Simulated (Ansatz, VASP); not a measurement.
Two plane-wave programs on KZnF3

```
K Zn F
1.0
     4.05000    0.00000    0.00000
     0.00000    4.05000    0.00506
     0.00000    0.00506    4.05000
K Zn F
1 1 3
Direct
  0.00000 0.00000 0.00000
  0.50000 0.50000 0.50000
  0.50000 0.50000 0.00000
  0.00000 0.50000 0.50000
  0.50000 0.00000 0.50000
```

Change from the starting cell: strain +0.0025 x Voigt [0, 0, 0, 1, 0, 0], atoms carried along.

Alike in both runs: task single point; functional PBE; k mesh 6 × 6 × 6; occupations gaussian, width 0.05 eV; no spin polarisation.

|  | VASP | Ansatz |
| --- | --- | --- |
| version | VASP 6.6.1 | Ansatz 0.2.0 |
| potentials or method | VASP PAW PBE potentials, release 64 (K_sv, Zn, F), cutoff 520 eV | scalar-relativistic, plane waves, PAW |
| valence electrons in the cell | 42 | 42 |

|  | VASP | Ansatz | Ansatz less VASP |
| --- | --- | --- | --- |
| gap on the k mesh at the Fermi level (eV) | 3.79 | 3.86 | +0.069 |
| least direct gap on the mesh (eV) | 5.64 | 5.68 | +0.040 |
| pressure (GPa) | 5.0 | 4.6 | -0.41 |
| traceless stress, the component that is largest in VASP (GPa) | -0.08 | -0.09 | -0.001 |
